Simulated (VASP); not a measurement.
A run of VASP 6.6.1 is set up as follows.

The input INCAR:

```
SYSTEM = LiH
PREC = Accurate
ENCUT = 520
EDIFF = 1E-7
ISMEAR = 0
SIGMA = 0.01
LREAL = .FALSE.
LASPH = .TRUE.
NELM = 80
ALGO = Normal
ISIF = 2
LWAVE = .FALSE.
LCHARG = .FALSE.
GGA = PS
NBANDS = 9
```

Contents of KPOINTS:

```
Automatic mesh
0
G
  10 10 10
  0 0 0
```

The input POSCAR:

```
LiH
1.0
    0.0099518428      1.9953444811      1.9953444811
    1.9953444811      0.0099518428      1.9953444811
    1.9953444811      1.9953444811      0.0099518428
Li H
1 1
Direct
    0.0000000000      0.0000000000      0.0000000000
    0.5000000000      0.5000000000      0.5000000000
```

Potentials or basis: VASP PAW PBE potentials, release 64 (Li_sv, H).

The run is started by

```console
$ cat potpaw_PBE.64/Li_sv/POTCAR potpaw_PBE.64/H/POTCAR > POTCAR
$ mpirun -np 1 vasp_std > vasp.out
```

What does it give for the band gap on the k mesh?

2.73 eV, direct.

Caveat: the cell differs from its parent crystal (equal xy, yz and zx engineering shears of +0.5 %). A k mesh can miss the band edges.
